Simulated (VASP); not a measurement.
Input of a VASP 6.6.1 run:

INCAR

```
  PREC = Accurate
  ENCUT = 520
  EDIFF = 1E-6
  ISMEAR = 0
  SIGMA = 0.15
  LREAL = False
  LASPH = True
  NELM = 80
  ALGO = Fast
  ISIF = 2
  LWAVE = False
  LCHARG = True
  GGA = PS
  LELF = True
  LVHAR = True
  NBANDS = 21
```

The input KPOINTS:

```
Automatic mesh
0
Gamma
  24 24 14
```

Contents of POSCAR:

```
Ru
1.0
    2.6895239993      0.0000000000      0.0000000000
   -1.3447619996      2.3291961075      0.0000000000
    0.0000000000      0.0000000000      4.3156997670
Ru
2
Direct
    0.3333333333      0.6666666667      0.2500000000
    0.6666666667      0.3333333333      0.7500000000
```

Potentials or basis: VASP PAW PBE potentials, release 64 (Ru_pv).

Launch:

```sh
$ cat potpaw_PBE.64/Ru_pv/POTCAR > POTCAR
$ mpirun -np 1 vasp_std > vasp.out
```

Question: Estimate the pressure.

Answer: -5.1 GPa.

Question: Predict the band gap on the k mesh.

Answer: Zero (bands 14 and 15 overlap by 3.30 eV).

Stress tensor (GPa, compression positive):
```
 -2.42   0.00   0.00
  0.00  -2.42   0.00
  0.00   0.00 -10.36
```

Caveat: the cell differs from its parent crystal (strain +0.0150 x Voigt [0, 0, 1, 0, 0, 0]); the cell stands under tension; the PAW data sets were made with another functional, which shifts forces and pressure a little.
